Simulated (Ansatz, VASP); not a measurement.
**Two plane-wave programs on GaSb**

POSCAR

```
GaSb
1.0
   -1.5559010000      2.6750030000      2.8933130000
    1.5559010000     -2.6750030000      2.8933130000
    1.5559010000      2.6750030000     -2.8933130000
Sb Ga
1 1
Direct
    0.5000000000      0.5000000000      0.0000000000
    0.0000000000      0.0000000000      0.0000000000
```

The input INCAR.step1:

```
PREC = Accurate ; ENCUT = 520
EDIFF = 1E-5 ; ISMEAR = -1
SIGMA = 0.05 ; LREAL = False
LASPH = True ; NELM = 100
ALGO = Normal ; ISIF = 2
LWAVE = True ; LCHARG = False
GGA = PE ; NBANDS = 16
```

Contents of INCAR.step2:

```
PREC = Accurate ; ENCUT = 520
EDIFF = 1E-6 ; ISMEAR = -1
SIGMA = 0.05 ; LREAL = False
LASPH = True ; NELM = 100
ALGO = Normal ; ISIF = 2
LWAVE = False ; LCHARG = False
GGA = PS ; LHFCALC = True
AEXX = 0.25 ; PRECFOCK = Normal
ISTART = 1 ; NBANDS = 16
```

File KPOINTS:

```
Automatic mesh
0
Gamma
  5 5 5
```

The input input:

```
crystal:
  lattice:
    - [-1.555901, 2.675003, 2.893313]
    - [1.555901, -2.675003, 2.893313]
    - [1.555901, 2.675003, -2.893313]
  atoms:
    - { symbol: Sb, position: [0.5, 0.5, 0.0] }
    - { symbol: Ga, position: [0.0, 0.0, 0.0] }
hamiltonian:
  xc: { exchange: pbesol, correlation: pbesol, exx: { coeff: 0.25 } }
  pseudopotentials: { kind: paw }
kpoints:
  mp_grid: { grid: [5, 5, 5] }
scf:
  occupations: { method: fermi_dirac, width: 0.05 }
output:
  forces: true
  stress: true
  eigenvalues: true
```

Alike in both runs: task single point; functional PBEsol-based global hybrid with a share of 0.25 of exact exchange; k mesh 5 × 5 × 5; occupations fermi-dirac, width 0.05 eV; no spin polarisation.

|  | VASP | Ansatz |
| --- | --- | --- |
| version | VASP 6.6.1 | Ansatz 0.2.0 |
| potentials or method | VASP PAW PBE potentials, release 64 (Sb, Ga_d) | Ansatz PAW |
| plane-wave cutoff (eV) | 520 | 420 |
| valence electrons in the cell | 18 | 28 |

VASP gave:

```
gap on the k mesh at the Fermi level (eV)                     : none
pressure (GPa)                                                : -4.5
traceless stress, the component that is largest in VASP (GPa) : 3.57
```

Q: Estimate Ansatz's values.

A: gap on the k mesh at the Fermi level (eV): none; pressure (GPa): -4.0; traceless stress, the component that is largest in VASP (GPa): 3.55.

VASP's potentials were made for PBE, not for PBEsol-based global hybrid. A gap of «none» marks a metal or a gap that the smearing closes. With one functional, cell and mesh, what is left measures potentials, basis and numerics. VASP's potentials hold 18 valence electrons a cell and Ansatz's 28, so a difference there can come from the potentials and not from the codes.

The k mesh is coarse, so the values compare programs but aren't converged. Spin-orbit coupling is off throughout.
